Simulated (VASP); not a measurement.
Here is a VASP 6.6.1 calculation.

The input INCAR:

```
SYSTEM = TaN
PREC = Accurate
ENCUT = 600
EDIFF = 1E-6
ISMEAR = -1
SIGMA = 0.05
LREAL = .False.
LASPH = .True.
NELM = 120
ALGO = Normal
ISIF = 2
LWAVE = .False.
LCHARG = .False.
GGA = RP
IVDW = 12
NBANDS = 36
GGA_COMPAT = .False.
```

The input KPOINTS:

```
regular mesh
0
Gamma
  6 6 9
  0 0 0
```

POSCAR

```
TaN
1.0
    5.0108713571      0.0000000000      0.0000000000
   -2.5054356786      4.3395418904      0.0000000000
    0.0000000000      0.0000000000      2.8447622650
Ta N
3 3
Direct
    0.0000000000      0.0000000000      0.0000000000
    0.6666666667      0.3333333333      0.5000000000
    0.3333333333      0.6666666667      0.5000000000
    0.0000000000      0.3983749744      0.0000000000
    0.6016250256      0.6016250256      0.0000000000
    0.3983749744      0.0000000000      0.0000000000
```

Potentials or basis: VASP PAW PBE potentials, release 64 (Ta_sv_GW, N).

The run is started by

```console
$ cat potpaw_PBE.64/Ta_sv_GW/POTCAR potpaw_PBE.64/N/POTCAR > POTCAR
$ mpirun -np 1 vasp_std > vasp.out
```

Estimate the dispersion energy per atom.

-2.930 eV.

Predict the largest force.

0.010 eV/Å.

What does it give for the band gap on the k mesh?

Zero (band 27 reaches 15.58 eV, above the bottom of band 28 at 12.56 eV).

Predict the pressure.

0.4 GPa.

Forces in eV/Å, atoms in the order of the input:
```
Ta   0.000  0.000  0.000
Ta   0.000  0.000  0.000
Ta   0.000  0.000  0.000
N   -0.005  0.008  0.000
N   -0.005 -0.008  0.000
N    0.010  0.000  0.000
```

Caveat: the PAW data sets were made with another functional, which shifts forces and pressure a little; spin-orbit coupling is left out, which moves the levels of the heavy elements; pairwise dispersion overbinds metals, which lowers pressure and volume.
